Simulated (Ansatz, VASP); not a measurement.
## PbI2 in VASP and in Ansatz

The input POSCAR:

```
PbI2
1.0
    4.5657260587      0.0000000000      0.0000000000
   -2.2828630293      3.9540347535      0.0000000000
    0.0000000000      0.0000000000      7.0410820790
Pb I
1 2
Direct
    0.0000000000      0.0000000000      0.0000000000
    0.3333333333      0.6666666667      0.2667794131
    0.6666666667      0.3333333333      0.7332205869
```

The input INCAR.step1:

```
ALGO = Normal
EDIFF = 1E-5
ENCUT = 400
GGA = PE
GGA_COMPAT = F
ISIF = 2
ISMEAR = 0
LASPH = T
LREAL = F
LWAVE = T
NBANDS = 21
NELM = 120
PREC = Accurate
SIGMA = 0.01
```

File INCAR.step2:

```
AEXX = 0.75
ALGO = Normal
EDIFF = 1E-6
ENCUT = 400
GGA = PE
GGA_COMPAT = F
HFSCREEN = 0.1
ISIF = 2
ISMEAR = 0
ISTART = 1
LASPH = T
LCHARG = T
LELF = T
LHFCALC = T
LREAL = F
LVHAR = T
LWAVE = F
NBANDS = 21
NELM = 120
PREC = Accurate
PRECFOCK = Normal
SIGMA = 0.01
```

File KPOINTS:

```
k-points
0
Gamma
  6 6 2
```

Input for Ansatz:

```yaml
crystal:
  lattice:
    - [4.5657260587, 0.0, 0.0]
    - [-2.2828630293, 3.9540347535, 0.0]
    - [0.0, 0.0, 7.041082079]
  atoms:
    - { symbol: Pb, position: [0.0, 0.0, 0.0] }
    - { symbol: I, position: [0.3333333333, 0.6666666667, 0.2667794131] }
    - { symbol: I, position: [0.6666666667, 0.3333333333, 0.7332205869] }
kpoints:
  mp_grid: { grid: [6, 6, 2] }
hamiltonian:
  xc: { exchange: pbe, correlation: pbe, exx: { coeff: 0.75, omega: 0.1 } }
scf:
  occupations: { method: fixed }
  n_extra_bands: 4
output:
  forces: true
  stress: true
  eigenvalues: true
```

Alike in both runs: task single point; functional PBE-based screened hybrid with a share of 0.75 of exact exchange and HFSCREEN = 0.1; k mesh 6 × 6 × 2; no spin polarisation.

|  | VASP | Ansatz |
| --- | --- | --- |
| version | VASP 6.6.1 | Ansatz 0.2.0 |
| potentials or method | VASP PAW PBE potentials, release 64 (Pb_d, I) | plane waves |
| plane-wave cutoff (eV) | 400 | 420 |
| occupations | gaussian, width 0.01 eV | fixed |
| valence electrons in the cell | 28 | 48 |

```csv
,VASP,Ansatz,Ansatz less VASP
gap on the k mesh at the Fermi level (eV),5.44,5.42,-0.020
pressure (GPa),-0.4,-0.3,+0.16
"traceless stress, the component that is largest in VASP (GPa)",-0.34,-0.24,+0.103
rms of the force components (eV/Å),0.137,0.132,-0.0051
```

VASP's potentials were made for PBE, not for PBE-based screened hybrid. Atom by atom the forces differ by 0.005 eV/Å (rms over components). VASP's potentials hold 28 valence electrons a cell and Ansatz's 48, so a difference there can come from the potentials and not from the codes. Ansatz's warnings: stress exchange threshold loose, stress scf threshold loose.

The k mesh is coarse, so the values compare programs but aren't converged. Spin-orbit coupling is off throughout.
